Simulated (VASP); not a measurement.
# TiAl3 (Cm) in VASP: single point with PBE

Aim: the single point of TiAl3 with PBE.

All numbers are computed with VASP 6.6.1; they aren't measurements. Logs are shortened: lines on timing, memory, paths and dates and some standing lists are left out, and cuts for length are marked.

## (1) The cell of the first run

Symmetry: Cm, No. 8, monoclinic system. Conventional cell: a = 9.441 Å, b = 3.845 Å, c = 3.845 Å, α = 90.00°, β = 114.03°, γ = 90.00°. Within 3.6 Å of Ti (site symmetry m) lie 12 Al at 2.73 to 3.04 Å. Within 3.5 Å of Al (site symmetry m) lie 8 Al at 2.68 to 3.09 Å and 4 Ti at 2.73 Å. Al (site symmetry m) has 8 Al at 2.72 to 3.09 Å and 4 Ti at 2.84 to 3.04 Å within 3.6 Å. Within 3.5 Å of Al (site symmetry m) lie 8 Al at 2.68 to 3.00 Å and 4 Ti at 2.74 to 2.95 Å.

## (2) Single point, PBE (atoms displaced along several vibrational modes)

INCAR

```
ALGO = Fast ; EDIFF = 1E-6
ENCUT = 520 ; GGA = PE
ISIF = 2 ; ISMEAR = 0
LASPH = T ; LCHARG = F
LREAL = F ; LWAVE = F
NBANDS = 18 ; NELM = 100
PREC = Accurate ; SIGMA = 0.15
```

KPOINTS

```
k-points
0
Gamma
  14 14 14
```

POSCAR

```
TiAl3
1.0
   -1.9225789803      1.9225789803      4.3111351100
    1.9225789803     -1.9225789803      4.3111351100
    1.9225789803      1.9225789803     -4.3111351100
Ti Al
1 3
Direct
    0.0090700682     -0.0069146280     -0.0159846962
    0.4832990620      0.4674455026     -0.0158535595
    0.7503050242      0.2724107481      0.5221057238
    0.2503050242      0.7724107481      0.5221057238
```

Potentials or basis: VASP PAW PBE potentials, release 64 (Ti_sv, Al).

The run is started by

```
cat potpaw_PBE.64/Ti_sv/POTCAR potpaw_PBE.64/Al/POTCAR > POTCAR
mpirun -np 1 vasp_std > vasp.out
```

OUTCAR:

```text
EDIFF = 1E-6
   ENCUT = 520
   GGA = PE
   ISIF = 2
   ISMEAR = 0
   LASPH = T
   LREAL = F
   NELM = 100
   PREC = Accurate

 ion  position               nearest neighbor table
   1  0.009  0.993  0.984-   2 2.73   2 2.73   2 2.73   2 2.73   4 2.74   3 2.84   3 2.84   3 2.85
                             4 2.93   4 2.95   4 2.95   3 3.04
   2  0.483  0.467  0.984-   4 2.68   1 2.73   1 2.73   1 2.73   1 2.73   3 2.78   3 2.78   4 2.88
                             3 2.91   4 3.00   4 3.00   3 3.09
   3  0.750  0.272  0.522-   4 2.72   4 2.72   4 2.72   4 2.72   2 2.78   2 2.78   1 2.84   1 2.84
                             1 2.85   2 2.91   1 3.04   2 3.09
   4  0.250  0.772  0.522-   2 2.68   3 2.72   3 2.72   3 2.72   3 2.72   1 2.74   2 2.88   1 2.93
                             1 2.95   1 2.95   2 3.00   2 3.00

  LATTYP: Found a body centered tetragonal cell.
 ALAT       =     3.8451579606
 C/A-ratio  =     2.2423708748

  Lattice vectors:

 A1 = (  -1.9225789803,   1.9225789803,   4.3111351100)
 A2 = (   1.9225789803,  -1.9225789803,   4.3111351100)
 A3 = (   1.9225789803,   1.9225789803,  -4.3111351100)

Analysis of symmetry for initial positions (statically):
=====================================================================
 Subroutine PRICEL returns:
 Original cell was already a primitive cell.

 Routine SETGRP: Setting up the symmetry group for a
 body centered tetragonal supercell.

 Subroutine GETGRP returns: Found  2 space group operations
 (whereof  2 operations were pure point group operations)
 out of a pool of 16 trial point group operations.

The static configuration has the point symmetry C_1h.

Analysis of symmetry for dynamics (positions and initial velocities):
=====================================================================
 Subroutine PRICEL returns:
 Original cell was already a primitive cell.

 Routine SETGRP: Setting up the symmetry group for a
 body centered tetragonal supercell.

 Subroutine GETGRP returns: Found  2 space group operations
 (whereof  2 operations were pure point group operations)
 out of a pool of 16 trial point group operations.

The dynamic configuration has the point symmetry C_1h.

 Subroutine INISYM returns: Found  2 space group operations
 (whereof  2 operations are pure point group operations),
 and found     1 'primitive' translations

----------------------------------------------------------------------------------------

                                     Primitive cell

  volume of cell :      63.7412

  direct lattice vectors                    reciprocal lattice vectors
    -1.922578980  1.922578980  4.311135110     0.000000000  0.260067339  0.115978736
     1.922578980 -1.922578980  4.311135110     0.260067339  0.000000000  0.115978736
     1.922578980  1.922578980 -4.311135110     0.260067339  0.260067339  0.000000000

  length of vectors
     5.096911399  5.096911399  5.096911399     0.284756191  0.284756191  0.367790758

  position of ions in fractional coordinates (direct lattice)
     0.009070068  0.993085372  0.984015304
     0.483299062  0.467445503  0.984146440
     0.750305024  0.272410748  0.522105724
     0.250305024  0.772410748  0.522105724

  ion indices of the primitive-cell ions
   primitive index   ion index
                 1           1
                 2           2
                 3           3
                 4           4

----------------------------------------------------------------------------------------

 KPOINTS: k-points

Automatic generation of k-mesh.
 Grid dimensions read from file:
 generate k-points for:   14   14   14

 Generating k-lattice:

  Cartesian coordinates                     Fractional coordinates (reciprocal lattice)
     0.000000000  0.018576239  0.008284195     0.071428571  0.000000000  0.000000000
     0.018576239  0.000000000  0.008284195     0.000000000  0.071428571  0.000000000
     0.018576239  0.018576239  0.000000000     0.000000000  0.000000000  0.071428571

  Length of vectors
     0.020339728  0.020339728  0.026270768

  Shift w.r.t. Gamma in fractional coordinates (k-lattice)
     0.000000000  0.000000000  0.000000000

 Subroutine IBZKPT returns following result:
 ===========================================

 Found    744 irreducible k-points:

 Following reciprocal coordinates:
            Coordinates               Weight
  0.000000  0.000000  0.000000      1.000000
  0.071429  0.000000  0.000000      4.000000
  0.000000  0.071429  0.000000      2.000000
  0.071429  0.000000 -0.071429      2.000000
  0.142857  0.000000 -0.000000      4.000000
  0.000000  0.142857 -0.000000      2.000000
[... 16 lines left out ...]
  0.071429  0.071429 -0.000000      4.000000
  0.071429  0.071429 -0.142857      4.000000
 [... further k-points ...]
   k-points           NKPTS =    744   k-points in BZ     NKDIM =    744   number of bands    NBANDS=     18
   number of dos      NEDOS =    301   number of ions     NIONS =      4
   total plane-waves  NPLWV =  64000
   dimension x,y,z NGX =    40 NGY =   40 NGZ =   40
   dimension x,y,z NGXF=    80 NGYF=   80 NGZF=   80
   ions per type =               1   3
   NGX,Y,Z   is equivalent  to a cutoff of  13.05, 13.05, 13.05 a.u.
   NGXF,Y,Z  is equivalent  to a cutoff of  26.09, 26.09, 26.09 a.u.
 SYSTEM =  unknown system
   PREC   = accura    normal or accurate (medium, high low for compatibility)
   ISTART =      0    job   : 0-new  1-cont  2-samecut
   ICHARG =      2    charge: 1-file 2-atom 10-const
   ISPIN  =      1    spin polarized calculation?
   LNONCOLLINEAR =      F non collinear calculations
   LSORBIT =      F    spin-orbit coupling
   LASPH  =      T    aspherical Exc in radial PAW
   ENCUT  =  520.0 eV  38.22 Ry    6.18 a.u.   9.48  9.48  9.48*2*pi/ulx,y,z
   NELM   =    100;   NELMIN=  2; NELMDL= -5     # of ELM steps
   EDIFF  = 0.1E-05   stopping-criterion for ELM
   LREAL  =      F    real-space projection
   EDIFFG = 0.1E-04   stopping-criterion for IOM
   NSW    =      0    number of steps for IOM
   IBRION =     -1    ionic relax: 0-MD 1-quasi-New 2-CG
   NFREE  =      0    steps in history (QN), initial steepest desc. (CG)
   ISIF   =      2    stress and relaxation
   ISYM   =      2    0-nonsym 1-usesym 2-fastsym
   POTIM  = 0.5000    time-step for ionic-motion
   TEBEG  =    0.0;   TEEND  =   0.0 temperature during run
   PSTRESS=    0.0 pullay stress
   NELECT =      21.0000    total number of electrons
   NUPDOWN=      -1.0000    fix difference up-down
   EMIN   =  10.00;   EMAX   =-10.00  energy-range for DOS
   EFERMI =   0.00;   METHOD = LEGACY
   ISMEAR =     0;   SIGMA  =   0.15  broadening in eV -4-tet -1-fermi 0-gaus
   EFERMI_NEDOS =   21; number of points for ismear=-14 and -15
   IALGO  =     68    algorithm
   IMIX   =      4    mixing-type and parameters
     AMIX     =   0.40;   BMIX     =  1.00
     AMIX_MAG =   1.60;   BMIX_MAG =  1.00
  volume/ion in A,a.u.               =      15.94       107.54
  Fermi-wavevector in a.u.,A,eV,Ry     =   1.130684  2.136683 17.394319  1.278446
  Thomas-Fermi vector in A             =   2.267381
   LORBIT       =      0    0 simple, 1 ext, 2 COOP (PROOUT), +10 PAW based schemes
   GGA     = PE    functional components
   LHFCALC =     F    Hartree Fock is set to
   AEXX    =    0.0000 exact exchange contribution
   IVDW    =     0    specifies the selected vdW correction
   LEPSILON=     F    determine dielectric tensor
   LRPA    =     F    only Hartree local field effects (RPA)
 non-spin polarized calculation
 RMM-DIIS sequential band-by-band and
 Gauss-broadening in eV      SIGMA  =   0.15
  energy-cutoff  :      520.00
  volume of cell :       63.74
 maximum number of plane-waves:      1746
 NGX is ok and might be reduce to    40
   NGX = 19   NGY = 19   NGZ = 19

 number of electron      20.9999999 magnetization

 Free energy of the ion-electron system (eV)
  ---------------------------------------------------
  ext. energy  EPLUGINS =         0.00000000
  ---------------------------------------------------
  free energy    TOTEN  =       -20.54725715 eV

  energy without entropy =      -20.52721319  energy(sigma->0) =      -20.53723517

 E-fermi :   8.1689     XC(G=0): -10.7142

 val. band max:        8.1683782158   @ k =  -0.1429   0.2857  -0.2857
 cond. band min:       8.1748528374   @ k =  -0.4286  -0.2143   0.2857
 fundamental gap:      0.0064746216
 Fermi energy:         8.1688949047

 k-point     1 :       0.0000    0.0000    0.0000
  band No.  band energies     occupation
      1     -48.3343      2.00000
      2     -24.6468      2.00000
      3     -24.6448      2.00000
      4     -24.5712      2.00000
      5      -1.8767      2.00000
      6       5.2856      2.00000
[... 10 lines left out ...]
     17      11.8857      0.00000
     18      11.9986      0.00000

 k-point     2 :       0.0714    0.0000    0.0000
  band No.  band energies     occupation
      1     -48.3343      2.00000
      2     -24.6467      2.00000
      3     -24.6461      2.00000
      4     -24.5712      2.00000
      5      -1.8139      2.00000
      6       5.0040      2.00000
[... 10 lines left out ...]
     17      12.0208      0.00000
     18      12.2633      0.00000

 k-point     3 :       0.0000    0.0714    0.0000
  band No.  band energies     occupation
      1     -48.3343      2.00000
      2     -24.6480      2.00000
      3     -24.6447      2.00000
      4     -24.5712      2.00000
      5      -1.8140      2.00000
      6       5.0037      2.00000
[... 10 lines left out ...]
     17      11.9058      0.00000
     18      12.3427      0.00000

 k-point     4 :       0.0714    0.0000   -0.0714
  band No.  band energies     occupation
      1     -48.3343      2.00000
      2     -24.6480      2.00000
      3     -24.6447      2.00000
      4     -24.5712      2.00000
      5      -1.8139      2.00000
      6       5.0039      2.00000
[... 375 lines left out ...]
      4     -24.5700      2.00000
      5       0.8143      2.00000
      6       1.2629      2.00000
[... 10 lines left out ...]
     17      12.5595      0.00000
     18      13.6561      0.00000

 k-point    23 :       0.0714    0.0714   -0.0000
  band No.  band energies     occupation
      1     -48.3342      2.00000
      2     -24.6480      2.00000
      3     -24.6460      2.00000
      4     -24.5712      2.00000
      5      -1.7310      2.00000
      6       4.6175      2.00000
[... 10 lines left out ...]
     17      12.2240      0.00000
     18      12.4823      0.00000

 k-point    24 :       0.0714    0.0714   -0.1429
  band No.  band energies     occupation
      1     -48.3342      2.00000
      2     -24.6480      2.00000
      3     -24.6460      2.00000
      4     -24.5712      2.00000
      5      -1.7309      2.00000
      6       4.6173      2.00000
[... 10 lines left out ...]
     17      12.2124      0.00000
     18      12.4919      0.00000

 [... further k-points ...]

------------------------ aborting loop because EDIFF is reached ----------------------------------------

  FORCE on cell =-STRESS in cart. coord.  units (eV):
  Direction    XX          YY          ZZ          XY          YZ          ZX
  --------------------------------------------------------------------------------------
  -------------------------------------------------------------------------------------
  Total        0.3358183      0.1235791      0.4928412      0.0000000      0.0000000      0.0994985
  in kB        8.4410197      3.1062455     12.3878982      0.0000000      0.0000000      2.5009628
  external PRESSURE =       7.9783878 kB  Pullay stress =       0.0000000 kB

 VOLUME and BASIS-vectors are now :
 -----------------------------------------------------------------------------
  energy-cutoff  :      520.00
  volume of cell :       63.74
      direct lattice vectors                 reciprocal lattice vectors
    -1.922578980  1.922578980  4.311135110     0.000000000  0.260067339  0.115978736
     1.922578980 -1.922578980  4.311135110     0.260067339  0.000000000  0.115978736
     1.922578980  1.922578980 -4.311135110     0.260067339  0.260067339  0.000000000

 POSITION                                       TOTAL-FORCE (eV/Angst)
 -----------------------------------------------------------------------------------
      3.78369      0.00000      0.07820         0.534031     -0.000000     -0.548240
      1.86162      1.92258     -0.14400         0.329809      0.000000      0.594329
      0.08500      1.92258      2.15820        -0.281865      0.000000     -0.026815
      2.00758     -0.00000      2.15820        -0.581976      0.000000     -0.019274
 -----------------------------------------------------------------------------------
    total drift:                               -0.000145      0.000000      0.000032

  FREE ENERGIE OF THE ION-ELECTRON SYSTEM (eV)
  ---------------------------------------------------
  free  energy   TOTEN  =       -20.5472571457 eV

  energy  without entropy=      -20.5272131894  energy(sigma->0) =      -20.53723517
```

Run time: 23 min. Hardware: 1 thread of Intel Xeon 6975P-C (Granite Rapids), shared host; peak memory 0.89 GiB.

What came out:

```yaml
Free_energy: -20.5473 eV
Pressure: 0.8 GPa
Largest_force: 0.765 eV/Å
Band_gap_on_the_k_mesh: zero (an odd number of electrons rules out a gap without spin polarisation)
```

Forces on the atoms (eV/Å):
```
Ti   0.534  0.000 -0.548
Al   0.330  0.000  0.594
Al  -0.282  0.000 -0.027
Al  -0.582  0.000 -0.019
```

Levels at points of the mesh, in eV from the Fermi level:
```
           k point  band 9  band 10  band 11  band 12  band 13  band 14
(0.00, 0.00, 0.00)   -1.25    -1.24     0.84     1.75     1.76     2.11
(0.50, 0.00, 0.00)   -1.02    -0.27     0.48     1.78     2.05     2.62
(0.00, 0.50, 0.00)   -1.03    -0.25     0.49     1.78     2.02     2.58
(0.50, 0.00, 0.50)   -1.03    -0.28     0.49     1.79     2.02     2.61
(0.50, 0.50, 0.00)   -2.65    -2.19    -0.98     1.76     1.92     2.56
(0.50, 0.50, 0.50)   -0.95    -0.22     0.67     0.69     0.96     3.00
```

Caveat: the cell differs from its parent crystal (atoms displaced along several vibrational modes).
